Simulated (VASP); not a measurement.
BaTiO3: vibrations by perturbation theory with PBEsol

BaTiO3:

```
Ba Ti O
1.0
     3.94992    0.00000    0.00000
     0.00000    2.82845    2.83866
     0.00000   -2.82845    2.83866
Ba Ti O
1 1 3
Direct
  0.00000 0.00363 0.00363
  0.50000 0.51648 0.51648
  0.50000 0.98148 0.49032
  0.50000 0.49032 0.98148
  0.00000 0.48799 0.48799
```

```
Program                : VASP 6.6.1
Task                   : vibrations by perturbation theory
Functional             : PBEsol
Potentials or basis    : VASP PAW PBE potentials, release 64 (Ba_sv, Ti_sv, O)
Cutoff                 : 520 eV
k mesh                 : 4 × 4 × 4
Occupations            : gaussian, width 0.01 eV
Spin                   : no spin polarisation
Dipole correction      : no
Further INCAR settings : ALGO = Normal; EDIFF = 1e-08; IBRION = 8; NSW = 1
```

```yaml
Electronic_dielectric_tensor_diagonal: 6.31, 6.21, 5.81
Born_charges_mean_of_the_diagonal: Ba +2.79; Ti +6.42; O -3.01, -3.19 (each value once) e
Highest_phonon_frequency_at_Γ_LO-TO_splitting_left_out: 525 cm⁻¹
Most_unstable_mode: 84i cm⁻¹
```

Phonon frequencies in cm⁻¹ (negative: imaginary):
| q point | frequencies |
| --- | --- |
| (0.000, 0.000, 0.000) | -84 -1 0 2 175 178 180 250 284 292 300 307 472 482 525 |

Electronic dielectric tensor:
```
6.31 0.00 0.00
0.00 6.21 0.00
0.00 0.00 5.81
```

Born effective charge tensors (e):
atom 1, Ba
```
2.74 0.00 0.00
0.00 2.84 0.00
0.00 0.00 2.78
```
atom 2, Ti
```
6.98 0.00 0.00
0.00 6.55 0.00
0.00 0.00 5.72
```
atom 3, O
```
-2.07  0.00  0.00
 0.00 -3.70 -1.62
 0.00 -1.46 -3.25
```
atom 4, O
```
-2.07  0.00  0.00
 0.00 -3.70  1.62
 0.00  1.46 -3.25
```
atom 5, O
```
-5.58  0.00  0.00
 0.00 -2.00  0.00
 0.00  0.00 -1.99
```

It took 20 min on 1 thread of AMD EPYC 9R45 96-Core Processor (Zen 5), on a shared host, peak memory 0.32 GiB.

Caveat: the k points lie up to 0.40 Å⁻¹ apart; the cell stands under pressure or tension, which shifts response properties; some modes are imaginary.
